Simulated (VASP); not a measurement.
# HfC (Fm-3m) in VASP: a series of runs

Runs on HfC. Level: LDA. Tasks: single point.

All numbers are computed with VASP 6.6.1; they aren't measurements. Logs are shortened: lines on timing, memory, paths and dates and some standing lists are left out, and cuts for length are marked.

## (1) The cell of the first run

Symmetry: Fm-3m, No. 225, cubic system. Conventional cell: a = 4.650 Å, b = 4.650 Å, c = 4.650 Å, α = 90.00°, β = 90.00°, γ = 90.00°. Hf (site symmetry m-3m) has 6 C at 2.33 Å within 3.1 Å. C (site symmetry m-3m) has 6 Hf at 2.33 Å within 3.1 Å.

## (2) Single point, LDA, collinear spin

Contents of INCAR:

```
  ALGO = Normal
  EDIFF = 1E-7
  ENCUT = 520
  ISIF = 2
  ISMEAR = -1
  ISPIN = 2
  LASPH = T
  LCHARG = F
  LMAXMIX = 4
  LORBIT = 11
  LREAL = F
  LWAVE = F
  MAGMOM = 0.3 0
  NBANDS = 18
  NELM = 150
  NUPDOWN = 0.3
  PREC = Accurate
  SIGMA = 0.03
```

Contents of KPOINTS:

```
k-points
0
Gamma
  14 14 14
```

Contents of POSCAR:

```
HfC
1.0
    0.0000000000      2.3250000000      2.3250000000
    2.3250000000      0.0000000000      2.3250000000
    2.3250000000      2.3250000000      0.0000000000
Hf C
1 1
Direct
    0.5000000000      0.5000000000      0.5000000000
    0.0000000000      0.0000000000      0.0000000000
```

Potentials or basis: VASP PAW LDA potentials, release 64 (Hf_pv, C).

The run is started by

```
> cat potpaw_LDA.64/Hf_pv/POTCAR potpaw_LDA.64/C/POTCAR > POTCAR
> mpirun -np 1 vasp_std > vasp.out
```

OUTCAR:

```text
EDIFF = 1E-7
   ENCUT = 520
   ISIF = 2
   ISMEAR = -1
   ISPIN = 2
   LASPH = T
   LORBIT = 11
   LREAL = F
   NELM = 150
   NUPDOWN = 0.3
   PREC = Accurate

 ion  position               nearest neighbor table
   1  0.500  0.500  0.500-   2 2.33   2 2.33   2 2.33   2 2.33   2 2.33   2 2.33
   2  0.000  0.000  0.000-   1 2.33   1 2.33   1 2.33   1 2.33   1 2.33   1 2.33

  LATTYP: Found a face centered cubic cell.
 ALAT       =     4.6500000000

  Lattice vectors:

 A1 = (   0.0000000000,   2.3250000000,   2.3250000000)
 A2 = (   2.3250000000,   0.0000000000,   2.3250000000)
 A3 = (   2.3250000000,   2.3250000000,   0.0000000000)

Analysis of symmetry for initial positions (statically):
=====================================================================
 Subroutine PRICEL returns:
 Original cell was already a primitive cell.

 Routine SETGRP: Setting up the symmetry group for a
 face centered cubic supercell.

 Subroutine GETGRP returns: Found 48 space group operations
 (whereof 48 operations were pure point group operations)
 out of a pool of 48 trial point group operations.

The static configuration has the point symmetry O_h .

Analysis of symmetry for dynamics (positions and initial velocities):
=====================================================================
 Subroutine PRICEL returns:
 Original cell was already a primitive cell.

 Routine SETGRP: Setting up the symmetry group for a
 face centered cubic supercell.

 Subroutine GETGRP returns: Found 48 space group operations
 (whereof 48 operations were pure point group operations)
 out of a pool of 48 trial point group operations.

The dynamic configuration has the point symmetry O_h .

Analysis of structural, dynamic, and magnetic symmetry:
=====================================================================
 Subroutine PRICEL returns:
 Original cell was already a primitive cell.

 Routine SETGRP: Setting up the symmetry group for a
 face centered cubic supercell.

 Subroutine GETGRP returns: Found 48 space group operations
 (whereof 48 operations were pure point group operations)
 out of a pool of 48 trial point group operations.

The overall configuration has the point symmetry O_h .

 Subroutine INISYM returns: Found 48 space group operations
 (whereof 48 operations are pure point group operations),
 and found     1 'primitive' translations

----------------------------------------------------------------------------------------

                                     Primitive cell

[... 111 lines left out ...]
  volume/ion in A,a.u.               =      12.57        84.81
  Fermi-wavevector in a.u.,A,eV,Ry     =   1.346949  2.545365 24.684672  1.814272
  Thomas-Fermi vector in A             =   2.474740
   LORBIT       =     11    0 simple, 1 ext, 2 COOP (PROOUT), +10 PAW based schemes
   GGA     = CA    functional components
   LHFCALC =     F    Hartree Fock is set to
   AEXX    =    0.0000 exact exchange contribution
   IVDW    =     0    specifies the selected vdW correction
   LEPSILON=     F    determine dielectric tensor
   LRPA    =     F    only Hartree local field effects (RPA)
 spin polarized calculation
  energy-cutoff  :      520.00
  volume of cell :       25.14
 maximum number of plane-waves:       700
   NGX = 13   NGY = 13   NGZ = 13

 number of electron      14.0000000 magnetization       0.3000000

 Free energy of the ion-electron system (eV)
  ---------------------------------------------------
  ext. energy  EPLUGINS =         0.00000000
  ---------------------------------------------------
  free energy    TOTEN  =       -22.72259487 eV

  energy without entropy =      -22.72069715  energy(sigma->0) =      -22.72164601

 E-fermi :   5.1184     XC(G=0): -12.4896

 val. band max:        6.6578393597   @ k =   0.5000   0.3571   0.0714
 cond. band min:       5.1505338434   @ k =   0.2143   0.1429   0.0714
 fundamental gap:     -1.5073055163
 Fermi energy:         6.6735828172

 spin component 1

 k-point     1 :       0.0000    0.0000    0.0000
  band No.  band energies     occupation
      1     -23.5540      1.00000
      2     -23.5540      1.00000
      3     -23.5540      1.00000
      4      -6.4067      1.00000
      5       6.7207      0.17228
      6       6.7207      0.17228
[... 493 lines left out ...]
     17      23.4200      0.00000
     18      26.1095      0.00000

 [... further k-points ...]

 spin component 2

 k-point     1 :       0.0000    0.0000    0.0000
  band No.  band energies     occupation
      1     -23.5180      1.00000
      2     -23.5180      1.00000
      3     -23.5180      1.00000
      4      -6.2216      1.00000
      5       6.9623      0.00000
      6       6.9623      0.00000
[... 493 lines left out ...]
     17      23.5267      0.00000
     18      26.2110      0.00000

 [... further k-points ...]

------------------------ aborting loop because EDIFF is reached ----------------------------------------

  FORCE on cell =-STRESS in cart. coord.  units (eV):
  Direction    XX          YY          ZZ          XY          YZ          ZX
  --------------------------------------------------------------------------------------
  -------------------------------------------------------------------------------------
  Total       -1.7633580     -1.7633580     -1.7633580      0.0000000     -0.0000000      0.0000000
  in kB     -112.3963517   -112.3963517   -112.3963517      0.0000000     -0.0000000      0.0000000
  external PRESSURE =    -112.3963517 kB  Pullay stress =       0.0000000 kB

 VOLUME and BASIS-vectors are now :
 -----------------------------------------------------------------------------
  energy-cutoff  :      520.00
  volume of cell :       25.14
      direct lattice vectors                 reciprocal lattice vectors
     0.000000000  2.325000000  2.325000000    -0.215053763  0.215053763  0.215053763
     2.325000000  0.000000000  2.325000000     0.215053763 -0.215053763  0.215053763
     2.325000000  2.325000000  0.000000000     0.215053763  0.215053763 -0.215053763

 POSITION                                       TOTAL-FORCE (eV/Angst)
 -----------------------------------------------------------------------------------
      2.32500      2.32500      2.32500         0.000000     -0.000000      0.000000
      0.00000      0.00000      0.00000        -0.000000      0.000000     -0.000000
 -----------------------------------------------------------------------------------
    total drift:                                0.000000     -0.000000      0.000000

  FREE ENERGIE OF THE ION-ELECTRON SYSTEM (eV)
  ---------------------------------------------------
  free  energy   TOTEN  =       -22.7225948696 eV

  energy  without entropy=      -22.7206971501  energy(sigma->0) =      -22.72164601

 total charge

# of ion       s       p       d       tot
------------------------------------------
    1        0.313   6.619   1.704   8.636
    2        0.865   1.504   0.000   2.370
--------------------------------------------------
tot          1.178   8.123   1.704  11.006

 magnetization (x)

# of ion       s       p       d       tot
------------------------------------------
    1        0.001   0.026   0.059   0.086
    2        0.004   0.104   0.000   0.109
--------------------------------------------------
tot          0.005   0.131   0.059   0.195
```

OSZICAR:

```text
N       E                     dE             d eps       ncg     rms          rms(c)
DAV:   1     0.263718560191E+02    0.26372E+02   -0.70061E+03  7504   0.731E+02
DAV:   2    -0.241922518911E+02   -0.50564E+02   -0.47620E+02  9826   0.183E+02
DAV:   3    -0.257124130782E+02   -0.15202E+01   -0.15062E+01  8728   0.222E+01
DAV:   4    -0.257176980492E+02   -0.52850E-02   -0.52842E-02  8852   0.158E+00
DAV:   5    -0.257177127367E+02   -0.14687E-04   -0.14687E-04  8334   0.823E-02    0.573E+01
DAV:   6    -0.228129310845E+02    0.29048E+01   -0.85540E+00  7878   0.135E+01    0.417E+01
DAV:   7    -0.227459563051E+02    0.66975E-01   -0.44577E-01  7912   0.398E+00    0.240E+01
DAV:   8    -0.227283240182E+02    0.17632E-01   -0.64898E-02  8110   0.156E+00    0.534E+00
DAV:   9    -0.227232466542E+02    0.50774E-02   -0.62498E-03  8050   0.441E-01    0.826E-01
DAV:  10    -0.227226449029E+02    0.60175E-03   -0.13405E-03  8216   0.226E-01    0.105E+00
DAV:  11    -0.227225919586E+02    0.52944E-04   -0.17352E-04  8072   0.870E-02    0.874E-02
DAV:  12    -0.227225955422E+02   -0.35836E-05   -0.10672E-05  8078   0.208E-02    0.142E-02
DAV:  13    -0.227225949585E+02    0.58369E-06   -0.83870E-07  8296   0.593E-03    0.137E-02
DAV:  14    -0.227225948696E+02    0.88850E-07   -0.25206E-07  7942   0.341E-03
   1 F= -.22722595E+02 E0= -.22721646E+02  d E =-.189772E-02  mag=     0.3000
```

stdout:

```text
POSCAR found type information on POSCAR HfC
 POSCAR found :  2 types and       2 ions
 scaLAPACK will be used
 LDA part: xc-table for (Slater(with rela. corr.)+CA(PZ))
 , standard interpolation
 POSCAR, INCAR and KPOINTS ok, starting setup
 FFT: planning ... GRIDC
 FFT: planning ... GRID_SOFT
 FFT: planning ... GRID
 WAVECAR not read
 entering main loop
```

Wall time 78 s (1 thread of Intel Xeon 8259CL, shared host); peak memory 0.19 GiB.

Results:

| Item | Value |
| --- | --- |
| Free energy | -22.7226 eV |
| Pressure | -11.2 GPa |
| Net moment | 0.30 μB per cell |
| Site moments | Hf +0.09; C +0.11 μB |
| Valence electrons inside the program's atomic spheres | Hf 8.64; C 2.37 |

Caveat: the cell stands under tension; spin-orbit coupling is left out, which moves the levels of the heavy elements; the total moment is fixed, so each spin has its own Fermi level.

## (3) Single point, LDA, collinear spin

Contents of INCAR:

```
ALGO = Normal
EDIFF = 1E-7
ENCUT = 520
GGA = CA
ISIF = 2
ISMEAR = -1
ISPIN = 2
LASPH = True
LCHARG = False
LMAXMIX = 4
LORBIT = 11
LREAL = False
LWAVE = False
MAGMOM = 0.5 0
NBANDS = 18
NELM = 150
NUPDOWN = 0.5
PREC = Accurate
SIGMA = 0.03
```

KPOINTS is that of step 2.

POSCAR is that of step 2.

Potentials or basis: VASP PAW LDA potentials, release 64 (Hf_pv, C).

The run is started by

```
> cat potpaw_LDA.64/Hf_pv/POTCAR potpaw_LDA.64/C/POTCAR > POTCAR
> mpirun -np 1 vasp_std > vasp.out
```

OUTCAR:

```text
EDIFF = 1E-7
   ENCUT = 520
   GGA = CA
   ISIF = 2
   ISMEAR = -1
   ISPIN = 2
   LASPH = True
   LORBIT = 11
   LREAL = False
   NELM = 150
   NUPDOWN = 0.5
   PREC = Accurate

 ion  position               nearest neighbor table
   1  0.500  0.500  0.500-   2 2.33   2 2.33   2 2.33   2 2.33   2 2.33   2 2.33
   2  0.000  0.000  0.000-   1 2.33   1 2.33   1 2.33   1 2.33   1 2.33   1 2.33

  LATTYP: Found a face centered cubic cell.
 ALAT       =     4.6500000000

  Lattice vectors:

 A1 = (   0.0000000000,   2.3250000000,   2.3250000000)
 A2 = (   2.3250000000,   0.0000000000,   2.3250000000)
 A3 = (   2.3250000000,   2.3250000000,   0.0000000000)

Analysis of symmetry for initial positions (statically):
=====================================================================
 Subroutine PRICEL returns:
 Original cell was already a primitive cell.

 Routine SETGRP: Setting up the symmetry group for a
 face centered cubic supercell.

 Subroutine GETGRP returns: Found 48 space group operations
 (whereof 48 operations were pure point group operations)
 out of a pool of 48 trial point group operations.

The static configuration has the point symmetry O_h .

Analysis of symmetry for dynamics (positions and initial velocities):
=====================================================================
 Subroutine PRICEL returns:
 Original cell was already a primitive cell.

 Routine SETGRP: Setting up the symmetry group for a
 face centered cubic supercell.

 Subroutine GETGRP returns: Found 48 space group operations
 (whereof 48 operations were pure point group operations)
 out of a pool of 48 trial point group operations.

The dynamic configuration has the point symmetry O_h .

Analysis of structural, dynamic, and magnetic symmetry:
=====================================================================
 Subroutine PRICEL returns:
 Original cell was already a primitive cell.

[... 148 lines left out ...]
  ext. energy  EPLUGINS =         0.00000000
  ---------------------------------------------------
  free energy    TOTEN  =       -22.52860179 eV

  energy without entropy =      -22.52683278  energy(sigma->0) =      -22.52771728

 E-fermi :   4.8025     XC(G=0): -12.4903

 val. band max:        7.0940922912   @ k =   0.0000   0.0000   0.0000
 cond. band min:       4.8255391967   @ k =  -0.1429   0.0714   0.0000
 fundamental gap:     -2.2685530945
 Fermi energy:         7.1363536246

 spin component 1

 k-point     1 :       0.0000    0.0000    0.0000
  band No.  band energies     occupation
      1     -23.5450      1.00000
      2     -23.5450      1.00000
      3     -23.5450      1.00000
      4      -6.4819      1.00000
      5       6.6191      1.00000
      6       6.6191      1.00000
[... 493 lines left out ...]
     17      23.3849      0.00000
     18      26.0762      0.00000

 [... further k-points ...]

 spin component 2

 k-point     1 :       0.0000    0.0000    0.0000
  band No.  band energies     occupation
      1     -23.4740      1.00000
      2     -23.4740      1.00000
      3     -23.4740      1.00000
      4      -6.1892      1.00000
      5       6.9895      0.00000
      6       6.9895      0.00000
[... 493 lines left out ...]
     17      23.5689      0.00000
     18      26.2523      0.00000

 [... further k-points ...]

------------------------ aborting loop because EDIFF is reached ----------------------------------------

  FORCE on cell =-STRESS in cart. coord.  units (eV):
  Direction    XX          YY          ZZ          XY          YZ          ZX
  --------------------------------------------------------------------------------------
  -------------------------------------------------------------------------------------
  Total       -1.6477306     -1.6477306     -1.6477306     -0.0000000      0.0000000      0.0000000
  in kB     -105.0262631   -105.0262631   -105.0262631     -0.0000000      0.0000000      0.0000000
  external PRESSURE =    -105.0262631 kB  Pullay stress =       0.0000000 kB

 VOLUME and BASIS-vectors are now :
 -----------------------------------------------------------------------------
  energy-cutoff  :      520.00
  volume of cell :       25.14
      direct lattice vectors                 reciprocal lattice vectors
     0.000000000  2.325000000  2.325000000    -0.215053763  0.215053763  0.215053763
     2.325000000  0.000000000  2.325000000     0.215053763 -0.215053763  0.215053763
     2.325000000  2.325000000  0.000000000     0.215053763  0.215053763 -0.215053763

 POSITION                                       TOTAL-FORCE (eV/Angst)
 -----------------------------------------------------------------------------------
      2.32500      2.32500      2.32500         0.000000      0.000000      0.000000
      0.00000      0.00000      0.00000        -0.000000     -0.000000     -0.000000
 -----------------------------------------------------------------------------------
    total drift:                                0.000000     -0.000000      0.000000

  FREE ENERGIE OF THE ION-ELECTRON SYSTEM (eV)
  ---------------------------------------------------
  free  energy   TOTEN  =       -22.5286017889 eV

  energy  without entropy=      -22.5268327810  energy(sigma->0) =      -22.52771728

 total charge

# of ion       s       p       d       tot
------------------------------------------
    1        0.313   6.612   1.713   8.639
    2        0.867   1.499   0.000   2.366
--------------------------------------------------
tot          1.180   8.111   1.713  11.005

 magnetization (x)

# of ion       s       p       d       tot
------------------------------------------
    1        0.002   0.037   0.124   0.163
    2        0.007   0.157   0.000   0.163
--------------------------------------------------
tot          0.008   0.193   0.124   0.326
```

OSZICAR:

```text
N       E                     dE             d eps       ncg     rms          rms(c)
DAV:   1     0.266051505579E+02    0.26605E+02   -0.70061E+03  7504   0.731E+02
DAV:   2    -0.238514772717E+02   -0.50457E+02   -0.47533E+02  9826   0.183E+02
DAV:   3    -0.253615012760E+02   -0.15100E+01   -0.14959E+01  8698   0.222E+01
DAV:   4    -0.253667680375E+02   -0.52668E-02   -0.52659E-02  8850   0.158E+00
DAV:   5    -0.253667826566E+02   -0.14619E-04   -0.14619E-04  8342   0.821E-02    0.566E+01
DAV:   6    -0.226051685964E+02    0.27616E+01   -0.72998E+00  7880   0.130E+01    0.415E+01
DAV:   7    -0.225492700012E+02    0.55899E-01   -0.40356E-01  7958   0.385E+00    0.233E+01
DAV:   8    -0.225363277630E+02    0.12942E-01   -0.58871E-02  8142   0.146E+00    0.474E+00
DAV:   9    -0.225296365724E+02    0.66912E-02   -0.71321E-03  8112   0.446E-01    0.785E-01
DAV:  10    -0.225286608746E+02    0.97570E-03   -0.13437E-03  8132   0.224E-01    0.930E-01
DAV:  11    -0.225286010894E+02    0.59785E-04   -0.14677E-04  8060   0.814E-02    0.215E-01
DAV:  12    -0.225286023014E+02   -0.12119E-05   -0.12277E-05  8144   0.212E-02    0.414E-02
DAV:  13    -0.225286019309E+02    0.37047E-06   -0.76138E-07  8370   0.560E-03    0.107E-02
DAV:  14    -0.225286017835E+02    0.14743E-06   -0.39425E-07  8212   0.433E-03    0.706E-03
DAV:  15    -0.225286017889E+02   -0.54724E-08   -0.16212E-08  4180   0.904E-04
   1 F= -.22528602E+02 E0= -.22527717E+02  d E =-.176901E-02  mag=     0.5000
```

stdout:

```text
POSCAR found type information on POSCAR HfC
 POSCAR found :  2 types and       2 ions
 scaLAPACK will be used
 LDA part: xc-table for (Slater(with rela. corr.)+CA(PZ))
 , standard interpolation
 POSCAR, INCAR and KPOINTS ok, starting setup
 FFT: planning ... GRIDC
 FFT: planning ... GRID_SOFT
 FFT: planning ... GRID
 WAVECAR not read
 entering main loop
```

It took 66 s on 1 thread of Intel Xeon 8259CL, shared host; peak memory 0.19 GiB.

Results:

```
Free energy                                           : -22.5286 eV
Pressure                                              : -10.5 GPa
Net moment                                            : 0.50 μB per cell
Site moments                                          : Hf +0.16; C +0.16 μB
Valence electrons inside the program's atomic spheres : Hf 8.64; C 2.37
```

Caveat: the cell stands under tension; spin-orbit coupling is left out, which moves the levels of the heavy elements; the total moment is fixed, so each spin has its own Fermi level.
